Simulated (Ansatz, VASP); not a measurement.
Two plane-wave programs on Fe2O3

```
CELL_PARAMETERS angstrom
2.38606 1.37759 4.43701
-2.38606 1.37759 4.43701
0.00000 -2.75519 4.43701
ATOMIC_POSITIONS crystal
Fe 0.34547 0.34547 0.34547
Fe 0.15453 0.15453 0.15453
Fe 0.65453 0.65453 0.65453
Fe 0.84547 0.84547 0.84547
O 0.56316 0.93684 0.25000
O 0.25000 0.56316 0.93684
O 0.93684 0.25000 0.56316
O 0.43684 0.06316 0.75000
O 0.75000 0.43684 0.06316
O 0.06316 0.75000 0.43684
```

Alike in both runs: functional PBE; k mesh 6 × 6 × 6; occupations gaussian, width 0.1 eV; collinear spin.

Ansatz relaxed the structure, and its values are those at the end. VASP's run is a single point on that final structure, the one shown.

```csv
,VASP,Ansatz
version,VASP 6.6.1,Ansatz 0.2.0
potentials or method,"VASP PAW PBE potentials, release 64 (Fe, O), cutoff 520 eV","scalar-relativistic, plane waves, PAW"
valence electrons in the cell,68,100
```

```csv
,VASP,Ansatz,Ansatz less VASP
gap on the k mesh at the Fermi level (eV),none,none,-
pressure (GPa),1.6,0.0,-1.62
rms of the force components (eV/Å),0.019,0.002,-0.0178
net moment per atom (μB),0.40,0.40,0.000
size of the moment on the site where the two differ most (μB),0.94,0.86,-0.080
```

Site moments also hang on the region over which each program counts them. A gap of «none» marks a metal or a gap that the smearing closes. With one functional, cell and mesh, what is left measures potentials, basis and numerics. VASP's potentials hold 68 valence electrons a cell and Ansatz's 100, so a difference there can come from the potentials and not from the codes.
